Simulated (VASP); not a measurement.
# Te2Mo in VASP: single point with PBE

Aim: the single point of Te2Mo with PBE.

Program: VASP 6.6.1. These are calculated values, not measurements. Logs are shortened: lines on timing, memory, paths and dates and some standing lists are left out, and cuts for length are marked.

**1. The cell of the first run**

The cell holds a sheet with vacuum, 3 atoms: a = 3.520 Å, b = 3.520 Å, c = 31.040 Å, α = 90.00°, β = 90.00°, γ = 120.00°.

**2. Single point, PBE, non-collinear spin, zero start, spin-orbit coupling**

Contents of INCAR:

```
SYSTEM = Te2Mo
PREC = Accurate ; ENCUT = 520
EDIFF = 1E-6 ; ISMEAR = 0
SIGMA = 0.01 ; LREAL = .FALSE.
LASPH = .TRUE. ; NELM = 150
ALGO = Normal ; ISIF = 2
LWAVE = .FALSE. ; LCHARG = .TRUE.
MAGMOM = 0 0 0 0 0 0 0 0 0 ; LORBIT = 11
LSORBIT = .TRUE. ; GGA_COMPAT = .FALSE.
LORBMOM = .TRUE. ; LMAXMIX = 4
LDIPOL = .TRUE. ; IDIPOL = 3
DIPOL = 0.5 0.5 0.348 ; GGA = PE
LVHAR = .TRUE. ; LVACPOTAV = .TRUE.
NBANDS = 39
```

Contents of KPOINTS:

```
regular mesh
0
G
  12 12 1
  0 0 0
```

Contents of POSCAR:

```
Te2Mo
1.0
    3.5200000000      0.0000000000      0.0000000000
   -1.7600000000      3.0484094213      0.0000000000
    0.0000000000      0.0000000000     31.0399999993
Te Mo
2 1
Direct
    0.6666666667      0.3333333333      0.2899200697
    0.6666666667      0.3333333333      0.4066005489
    0.3333333333      0.6666666667      0.3482603093
```

Potentials or basis: VASP PAW PBE potentials, release 64 (Te, Mo_sv).

Launch:

```
cat potpaw_PBE.64/Te/POTCAR potpaw_PBE.64/Mo_sv/POTCAR > POTCAR
mpirun -np 1 vasp_ncl > vasp.out
```

OUTCAR:

```text
SYSTEM = Te2Mo
   PREC = Accurate
   ENCUT = 520
   EDIFF = 1E-6
   ISMEAR = 0
   LREAL = .FALSE.
   LASPH = .TRUE.
   NELM = 150
   ISIF = 2
   LORBIT = 11
   LSORBIT = .TRUE.
   GGA = PE

 ion  position               nearest neighbor table
   1  0.667  0.333  0.290-   3 2.72   3 2.72   3 2.72   2 3.62
   2  0.667  0.333  0.407-   3 2.72   3 2.72   3 2.72   1 3.62
   3  0.333  0.667  0.348-   1 2.72   2 2.72   1 2.72   2 2.72   1 2.72   2 2.72

  LATTYP: Found a hexagonal cell.
 ALAT       =     3.5200000000
 C/A-ratio  =     8.8181818180

  Lattice vectors:

 A1 = (   3.5200000000,   0.0000000000,   0.0000000000)
 A2 = (  -1.7600000000,   3.0484094213,   0.0000000000)
 A3 = (   0.0000000000,   0.0000000000,  31.0399999993)

Analysis of symmetry for initial positions (statically):
=====================================================================
 Subroutine PRICEL returns:
 Original cell was already a primitive cell.

 Routine SETGRP: Setting up the symmetry group for a
 hexagonal supercell.

 Subroutine GETGRP returns: Found 12 space group operations
 (whereof  6 operations were pure point group operations)
 out of a pool of 24 trial point group operations.

The static configuration has the point symmetry C_3v.
 The point group associated with its full space group is D_3h.

Analysis of symmetry for dynamics (positions and initial velocities):
=====================================================================
 Subroutine PRICEL returns:
 Original cell was already a primitive cell.

 Routine SETGRP: Setting up the symmetry group for a
 hexagonal supercell.

 Subroutine GETGRP returns: Found 12 space group operations
 (whereof  6 operations were pure point group operations)
 out of a pool of 24 trial point group operations.

The dynamic configuration has the point symmetry C_3v.
 The point group associated with its full space group is D_3h.

Analysis of structural, dynamic, and magnetic symmetry:
=====================================================================
 Subroutine PRICEL returns:
 Original cell was already a primitive cell.

 Routine SETGRP: Setting up the symmetry group for a
 hexagonal supercell.

 Subroutine GETGRP returns: Found 12 space group operations
 (whereof  6 operations were pure point group operations)
 out of a pool of 24 trial point group operations.

The overall configuration has the point symmetry C_3v.
 The point group associated with its full space group is D_3h.

 Subroutine INISYM returns: Found 12 space group operations
 (whereof  6 operations are pure point group operations),
 and found     1 'primitive' translations

[... 1174 lines left out ...]
    total drift:                                0.000000     -0.000000      0.000006

  FREE ENERGIE OF THE ION-ELECTRON SYSTEM (eV)
  ---------------------------------------------------
  free  energy   TOTEN  =       -18.3157264445 eV

  energy  without entropy=      -18.3157264445  energy(sigma->0) =      -18.31572644

 vacuum level on the upper side and lower side of the slab         2.889         2.889

 orbital moment (x)

 # of ion     p       d       tot
 ----------------------------------------
  1        -0.000  -0.000  -0.000
  2         0.000   0.000   0.000
  3         0.000   0.000   0.000
 ----------------------------------------
           -0.000  -0.000  -0.000

 orbital moment (y)

 # of ion     p       d       tot
 ----------------------------------------
  1         0.000  -0.000   0.000
  2        -0.000   0.000  -0.000
  3         0.000   0.000   0.000
 ----------------------------------------
            0.000   0.000   0.000

 orbital moment (z)

 # of ion     p       d       tot
 ----------------------------------------
  1         0.000   0.000   0.000
  2         0.000   0.000   0.000
  3         0.000  -0.000  -0.000
 ----------------------------------------
            0.000  -0.000  -0.000

 Spin-Orbit-Coupling matrix elements

 Ion:    1  E_soc:     -0.1990391
 l=   1
     0.0000000    -0.0329963    -0.0331311
    -0.0329963     0.0000000    -0.0329963
    -0.0331311    -0.0329963     0.0000000
 l=   2
     0.0000000    -0.0000259     0.0000000    -0.0000259    -0.0001550
    -0.0000259     0.0000000    -0.0000852     0.0000333    -0.0000259
     0.0000000    -0.0000852     0.0000000    -0.0000852     0.0000000
    -0.0000259     0.0000333    -0.0000852     0.0000000    -0.0000259
    -0.0001550    -0.0000259     0.0000000    -0.0000259     0.0000000
 l=   3
     0.0000000     0.0000000     0.0000000     0.0000000     0.0000000     0.0000000     0.0000000
     0.0000000     0.0000000     0.0000000     0.0000000     0.0000000     0.0000000     0.0000000
     0.0000000     0.0000000     0.0000000     0.0000000     0.0000000     0.0000000     0.0000000
     0.0000000     0.0000000     0.0000000     0.0000000     0.0000000     0.0000000     0.0000000
[... 29 lines left out ...]
 l=   2
     0.0000000    -0.0005348     0.0000000    -0.0005348    -0.0042006
    -0.0005348     0.0000000    -0.0021161    -0.0005712    -0.0005348
     0.0000000    -0.0021161     0.0000000    -0.0021161     0.0000000
    -0.0005348    -0.0005712    -0.0021161     0.0000000    -0.0005348
    -0.0042006    -0.0005348     0.0000000    -0.0005348     0.0000000
 l=   3
     0.0000000     0.0000000     0.0000000     0.0000000     0.0000000     0.0000000     0.0000000
     0.0000000     0.0000000     0.0000000     0.0000000     0.0000000     0.0000000     0.0000000
     0.0000000     0.0000000     0.0000000     0.0000000     0.0000000     0.0000000     0.0000000
     0.0000000     0.0000000     0.0000000     0.0000000     0.0000000     0.0000000     0.0000000
     0.0000000     0.0000000     0.0000000     0.0000000     0.0000000     0.0000000     0.0000000
     0.0000000     0.0000000     0.0000000     0.0000000     0.0000000     0.0000000     0.0000000
     0.0000000     0.0000000     0.0000000     0.0000000     0.0000000     0.0000000     0.0000000

 total charge

# of ion       s       p       d       tot
------------------------------------------
    1        1.383   1.983   0.061   3.427
    2        1.383   1.983   0.061   3.427
    3        2.252   6.147   3.982  12.382
--------------------------------------------------
tot          5.019  10.112   4.104  19.235

 magnetization (x)

# of ion       s       p       d       tot
------------------------------------------
    1        0.000   0.000  -0.000  -0.000
    2        0.000   0.000   0.000   0.000
    3        0.000   0.000   0.000   0.000
--------------------------------------------------
tot          0.000   0.000   0.000   0.000

 magnetization (y)

# of ion       s       p       d       tot
------------------------------------------
    1        0.000  -0.000   0.000  -0.000
    2        0.000   0.000   0.000   0.000
    3       -0.000   0.000   0.000   0.000
--------------------------------------------------
tot         -0.000  -0.000   0.000  -0.000

 magnetization (z)

# of ion       s       p       d       tot
------------------------------------------
    1        0.000   0.000   0.000   0.000
    2        0.000  -0.000   0.000  -0.000
    3        0.000   0.000  -0.000  -0.000
--------------------------------------------------
tot          0.000  -0.000  -0.000  -0.000
```

stdout:

```text
POSCAR found type information on POSCAR TeMo
 POSCAR found :  2 types and       3 ions
 scaLAPACK will be used
 LDA part: xc-table for (Slater+PW92), standard interpolation
 POSCAR, INCAR and KPOINTS ok, starting setup
 FFT: planning ... GRIDC
 FFT: planning ... GRID_SOFT
 FFT: planning ... GRID
 WAVECAR not read
 entering main loop
 -----------------------------------------------------------------------------
|                                                                             |
|           W    W    AA    RRRRR   N    N  II  N    N   GGGG   !!!           |
|           W    W   A  A   R    R  NN   N  II  NN   N  G    G  !!!           |
|           W    W  A    A  R    R  N N  N  II  N N  N  G       !!!           |
|           W WW W  AAAAAA  RRRRR   N  N N  II  N  N N  G  GGG   !            |
|           WW  WW  A    A  R   R   N   NN  II  N   NN  G    G                |
|           W    W  A    A  R    R  N    N  II  N    N   GGGG   !!!           |
|                                                                             |
|     Did not find any points to average over, which means that no vacuum     |
|     field-free region was found. Please increase the size of  your cell     |
|     in the dimension of the dipole correction to obtain accurate            |
|     workfunction values.                                                    |
|                                                                             |
 -----------------------------------------------------------------------------
```

Wall time 22 min (1 thread of AMD EPYC 9R45 (Zen 5), shared host); peak memory 1.4 GiB.

What came out:

```
Free energy                                           : -18.3157 eV
Largest force                                         : 0.168 eV/Å
Net moment                                            : 0.00 μB per cell
Valence electrons inside the program's atomic spheres : Te 3.43; Mo 12.38
```

Forces in eV/Å, atoms in the order of the input:
```
Te   0.000  0.000 -0.168
Te   0.000  0.000  0.168
Mo   0.000  0.000  0.000
```

Moments on the atoms (μB; x, y, z):
```
Te  0.00 0.00 0.00
Te  0.00 0.00 0.00
Mo  0.00 0.00 0.00
```
